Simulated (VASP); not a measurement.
Here is a VASP 6.6.1 calculation.

The input INCAR:

```
SYSTEM = Ge
PREC = Accurate ; ENCUT = 520
EDIFF = 1E-6 ; ISMEAR = 0
SIGMA = 0.1 ; LREAL = .False.
LASPH = .True. ; NELM = 80
ALGO = Normal ; ISIF = 2
LWAVE = .False. ; LCHARG = .False.
LDIPOL = .True. ; IDIPOL = 3
DIPOL = 0.5 0.5 0.381 ; GGA = PE
IVDW = 12 ; NBANDS = 36
```

Contents of KPOINTS:

```
regular mesh
0
Gamma
  9 9 1
  0 0 0
```

POSCAR

```
Ge
1.0
    4.0226895460      0.0000000000      0.0000000000
   -2.0113447730      3.4837513384      0.0000000000
    0.0000000000      0.0000000000     18.8685220369
Ge
4
Direct
    0.3333333333      0.6666666667      0.2747571330
    0.6666666667      0.3333333333      0.2384924474
    0.8888888889      0.1111111111      0.5240750716
    1.2222222222     -0.2222222222      0.4878103860
```

Potentials or basis: VASP PAW PBE potentials, release 64 (Ge_d).

Launch:

```console
$ cat potpaw_PBE.64/Ge_d/POTCAR > POTCAR
$ mpirun -np 1 vasp_std > vasp.out
```

(1) What does it give for the dispersion energy per atom?

(2) Estimate the band gap on the k mesh.

(3) What does it give for the largest force?

Results:

(1) -0.196 eV.

(2) 0.11 eV.

(3) 0.194 eV/Å.

Caveat: the cell differs from its parent crystal (layers slid over each other).
